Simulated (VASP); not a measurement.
# Al2Cu (P4/mmm) in VASP: settings compared

The runs below take Al2Cu through single point, with LDA, PBEsol.

All numbers are computed with VASP 6.6.1; they aren't measurements. Logs are shortened: lines on timing, memory, paths and dates and some standing lists are left out, and cuts for length are marked.

## (1) The cell of the first run

It takes space group P4/mmm (No. 123, tetragonal). Conventional cell: a = 4.105 Å, b = 4.105 Å, c = 2.891 Å, α = 90.00°, β = 90.00°, γ = 90.00°. Al (site symmetry mmm) has 4 Cu at 2.51 Å and 6 Al at 2.89 to 2.90 Å within 3.3 Å. Within 3.3 Å of Cu (site symmetry 4/mmm) lie 8 Al at 2.51 Å and 2 Cu at 2.89 Å.

## (2) Single point, LDA

File INCAR:

```
ALGO = Fast
EDIFF = 1E-6
ENCUT = 520
ISIF = 2
ISMEAR = 0
LASPH = True
LCHARG = False
LREAL = False
LWAVE = False
NBANDS = 16
NELM = 60
PREC = Accurate
SIGMA = 0.1
```

File KPOINTS:

```
k-points
0
Gamma
  10 10 14
```

File POSCAR:

```
Al2Cu
1.0
    4.1051820000      0.0000000000      0.0000000000
    0.0000000000      4.1051820000      0.0000000000
    0.0000000000      0.0000000000      2.8913130000
Al Cu
2 1
Direct
    0.5000000000      0.0000000000      0.5000000000
    0.0000000000      0.5000000000      0.5000000000
    0.0000000000      0.0000000000      0.0000000000
```

Potentials or basis: VASP PAW LDA potentials, release 64 (Al, Cu).

Run with:

```sh
$ cat potpaw_LDA.64/Al/POTCAR potpaw_LDA.64/Cu/POTCAR > POTCAR
$ mpirun -np 1 vasp_std > vasp.out
```

OUTCAR:

```text
EDIFF = 1E-6
   ENCUT = 520
   ISIF = 2
   ISMEAR = 0
   LASPH = True
   LREAL = False
   NELM = 60
   PREC = Accurate

 ion  position               nearest neighbor table
   1  0.500  0.000  0.500-   3 2.51   3 2.51   3 2.51   3 2.51   2 2.90   2 2.90   2 2.90   2 2.90

   2  0.000  0.500  0.500-   3 2.51   3 2.51   3 2.51   3 2.51   1 2.90   1 2.90   1 2.90   1 2.90

   3  0.000  0.000  0.000-   1 2.51   2 2.51   1 2.51   2 2.51   2 2.51   2 2.51   1 2.51   1 2.51

  LATTYP: Found a simple tetragonal cell.
 ALAT       =     4.1051820000
 C/A-ratio  =     0.7043081159

  Lattice vectors:

 A1 = (   4.1051820000,   0.0000000000,   0.0000000000)
 A2 = (   0.0000000000,   4.1051820000,   0.0000000000)
 A3 = (   0.0000000000,   0.0000000000,   2.8913130000)

Analysis of symmetry for initial positions (statically):
=====================================================================
 Subroutine PRICEL returns:
 Original cell was already a primitive cell.

 Routine SETGRP: Setting up the symmetry group for a
 simple tetragonal supercell.

 Subroutine GETGRP returns: Found 16 space group operations
 (whereof 16 operations were pure point group operations)
 out of a pool of 16 trial point group operations.

The static configuration has the point symmetry D_4h.

Analysis of symmetry for dynamics (positions and initial velocities):
=====================================================================
 Subroutine PRICEL returns:
 Original cell was already a primitive cell.

 Routine SETGRP: Setting up the symmetry group for a
 simple tetragonal supercell.

 Subroutine GETGRP returns: Found 16 space group operations
 (whereof 16 operations were pure point group operations)
 out of a pool of 16 trial point group operations.

The dynamic configuration has the point symmetry D_4h.

 Subroutine INISYM returns: Found 16 space group operations
 (whereof 16 operations are pure point group operations),
 and found     1 'primitive' translations

----------------------------------------------------------------------------------------

                                     Primitive cell

  volume of cell :      48.7259

  direct lattice vectors                    reciprocal lattice vectors
[... 81 lines left out ...]
   ISTART =      0    job   : 0-new  1-cont  2-samecut
   ICHARG =      2    charge: 1-file 2-atom 10-const
   ISPIN  =      1    spin polarized calculation?
   LNONCOLLINEAR =      F non collinear calculations
   LSORBIT =      F    spin-orbit coupling
   LASPH  =      T    aspherical Exc in radial PAW
   ENCUT  =  520.0 eV  38.22 Ry    6.18 a.u.   7.63  7.63  5.38*2*pi/ulx,y,z
   NELM   =     60;   NELMIN=  2; NELMDL= -5     # of ELM steps
   EDIFF  = 0.1E-05   stopping-criterion for ELM
   LREAL  =      F    real-space projection
   EDIFFG = 0.1E-04   stopping-criterion for IOM
   NSW    =      0    number of steps for IOM
   IBRION =     -1    ionic relax: 0-MD 1-quasi-New 2-CG
   NFREE  =      0    steps in history (QN), initial steepest desc. (CG)
   ISIF   =      2    stress and relaxation
   ISYM   =      2    0-nonsym 1-usesym 2-fastsym
   POTIM  = 0.5000    time-step for ionic-motion
   TEBEG  =    0.0;   TEEND  =   0.0 temperature during run
   PSTRESS=    0.0 pullay stress
   NELECT =      17.0000    total number of electrons
   NUPDOWN=      -1.0000    fix difference up-down
   EMIN   =  10.00;   EMAX   =-10.00  energy-range for DOS
   EFERMI =   0.00;   METHOD = LEGACY
   ISMEAR =     0;   SIGMA  =   0.10  broadening in eV -4-tet -1-fermi 0-gaus
   EFERMI_NEDOS =   21; number of points for ismear=-14 and -15
   IALGO  =     68    algorithm
   IMIX   =      4    mixing-type and parameters
     AMIX     =   0.40;   BMIX     =  1.00
     AMIX_MAG =   1.60;   BMIX_MAG =  1.00
  volume/ion in A,a.u.               =      16.24       109.61
  Fermi-wavevector in a.u.,A,eV,Ry     =   1.152492  2.177894 18.071765  1.328237
  Thomas-Fermi vector in A             =   2.289142
   LORBIT       =      0    0 simple, 1 ext, 2 COOP (PROOUT), +10 PAW based schemes
   GGA     = CA    functional components
   LHFCALC =     F    Hartree Fock is set to
   AEXX    =    0.0000 exact exchange contribution
   IVDW    =     0    specifies the selected vdW correction
   LEPSILON=     F    determine dielectric tensor
   LRPA    =     F    only Hartree local field effects (RPA)
 non-spin polarized calculation
 RMM-DIIS sequential band-by-band and
 Gauss-broadening in eV      SIGMA  =   0.10
  energy-cutoff  :      520.00
  volume of cell :       48.73
 maximum number of plane-waves:      1339
 NGX is ok and might be reduce to    32
   NGX = 15   NGY = 15   NGZ = 11

 number of electron      16.9999979 magnetization

 Free energy of the ion-electron system (eV)
  ---------------------------------------------------
  ext. energy  EPLUGINS =         0.00000000
  ---------------------------------------------------
  free energy    TOTEN  =       -13.19035260 eV

  energy without entropy =      -13.18583936  energy(sigma->0) =      -13.18809598

 E-fermi :   6.9076     XC(G=0): -10.5844

 val. band max:        6.8952908417   @ k =   0.5000   0.1000   0.2857
 cond. band min:       6.9174254374   @ k =   0.4000   0.2000   0.2143
 fundamental gap:      0.0221345957
 Fermi energy:         6.9076230295

 k-point     1 :       0.0000    0.0000    0.0000
  band No.  band energies     occupation
      1      -3.5602      2.00000
      2       1.4866      2.00000
      3       2.0114      2.00000
      4       2.6558      2.00000
      5       2.8325      2.00000
      6       2.8325      2.00000
[... 433 lines left out ...]
      3       1.9838      2.00000
      4       2.5815      2.00000
      5       2.6990      2.00000
      6       2.7592      2.00000
[... 8 lines left out ...]
     15      16.9395      0.00000
     16      17.0465      0.00000

 [... further k-points ...]
[... 5 lines left out ...]
  --------------------------------------------------------------------------------------
  -------------------------------------------------------------------------------------
  Total       -1.2684262     -1.2684262     -1.5420803      0.0000000     -0.0000000      0.0000000
  in kB      -41.7076616    -41.7076616    -50.7057980      0.0000000     -0.0000000      0.0000000
  external PRESSURE =     -44.7070404 kB  Pullay stress =       0.0000000 kB

 VOLUME and BASIS-vectors are now :
 -----------------------------------------------------------------------------
  energy-cutoff  :      520.00
  volume of cell :       48.73
      direct lattice vectors                 reciprocal lattice vectors
     4.105182000  0.000000000  0.000000000     0.243594559  0.000000000  0.000000000
     0.000000000  4.105182000  0.000000000     0.000000000  0.243594559  0.000000000
     0.000000000  0.000000000  2.891313000     0.000000000  0.000000000  0.345863627

 POSITION                                       TOTAL-FORCE (eV/Angst)
 -----------------------------------------------------------------------------------
      2.05259      0.00000      1.44566         0.000000      0.000000      0.000000
      0.00000      2.05259      1.44566         0.000000      0.000000      0.000000
      0.00000      0.00000      0.00000         0.000000      0.000000      0.000000
 -----------------------------------------------------------------------------------
    total drift:                                0.000000      0.000000      0.000000

  FREE ENERGIE OF THE ION-ELECTRON SYSTEM (eV)
  ---------------------------------------------------
  free  energy   TOTEN  =       -13.1903525965 eV

  energy  without entropy=      -13.1858393560  energy(sigma->0) =      -13.18809598
```

stdout:

```text
POSCAR found type information on POSCAR AlCu
 POSCAR found :  2 types and       3 ions
 scaLAPACK will be used
 LDA part: xc-table for (Slater(with rela. corr.)+CA(PZ))
 , standard interpolation
 POSCAR, INCAR and KPOINTS ok, starting setup
 FFT: planning ... GRIDC
 FFT: planning ... GRID_SOFT
 FFT: planning ... GRID
 WAVECAR not read
 entering main loop
```

Wall time 3.8 min (1 thread of AMD EPYC 7R13, shared host); peak memory 0.21 GiB.

What came out:

- Free energy: -13.1904 eV
- Pressure: -4.5 GPa

Stress tensor (GPa, compression positive):
```
-4.17  0.00  0.00
 0.00 -4.17  0.00
 0.00  0.00 -5.07
```

## (3) Single point, PBEsol

File INCAR:

```
SYSTEM = Al2Cu
PREC     = Accurate       ! precision mode
ENCUT    = 520            ! plane-wave cutoff, eV
EDIFF    = 1E-7           ! SCF threshold, eV
ISMEAR   = -1             ! smearing method
SIGMA    = 0.05           ! smearing width, eV
LREAL    = .FALSE.        ! projectors in reciprocal space
LASPH    = .TRUE.         ! aspherical terms in the spheres
NELM     = 100            ! most SCF steps
ALGO     = Fast           ! electronic algorithm
ISIF     = 2              ! what is computed and relaxed
LWAVE    = .FALSE.        ! write WAVECAR
LCHARG   = .TRUE.         ! write CHGCAR
GGA      = PS             ! functional
LELF     = .TRUE.         ! ELF
LVHAR    = .TRUE.       
NBANDS   = 16             ! bands
```

File KPOINTS:

```
Automatic mesh
0
G
  10 10 14
  0 0 0
```

POSCAR is that of step 2.

Potentials or basis: VASP PAW PBE potentials, release 64 (Al, Cu).

Run with:

```sh
$ cat potpaw_PBE.64/Al/POTCAR potpaw_PBE.64/Cu/POTCAR > POTCAR
$ mpirun -np 1 vasp_std > vasp.out
```

Run time: 96 s. Hardware: 1 thread of Intel Xeon 6975P-C, shared host; peak memory 0.25 GiB.

The run converged. Its results:

| Property | Result |
| --- | --- |
| Free energy | -12.5624 eV |
| Pressure | -2.2 GPa |

Stress tensor (GPa, compression positive):
```
-1.92  0.00  0.00
 0.00 -1.92  0.00
 0.00  0.00 -2.91
```

Levels at points of the mesh, in eV from the Fermi level:
```tsv
k point	band 6	band 7	band 8	band 9	band 10	band 11	band 12	band 13
(0.00, 0.00, 0.00)	-4.01	-2.33	-2.33	-0.05	0.91	5.98	6.19	6.19
(0.50, 0.00, 0.00)	-4.05	-4.01	-1.02	1.60	1.77	1.95	7.37	8.39
(0.50, 0.50, 0.00)	-4.15	-4.04	-4.04	-2.39	8.57	8.57	9.29	9.90
(0.00, 0.00, 0.50)	-4.02	-2.98	2.55	2.56	2.56	2.78	2.78	3.15
(0.50, 0.00, 0.50)	-4.08	-3.02	-2.45	-1.67	3.69	4.02	4.38	4.96
(0.50, 0.50, 0.50)	-3.45	-2.22	-2.22	-0.86	-0.86	-0.05	-0.05	2.41
```

Caveat: the PAW data sets were made with another functional, which shifts forces and pressure a little.
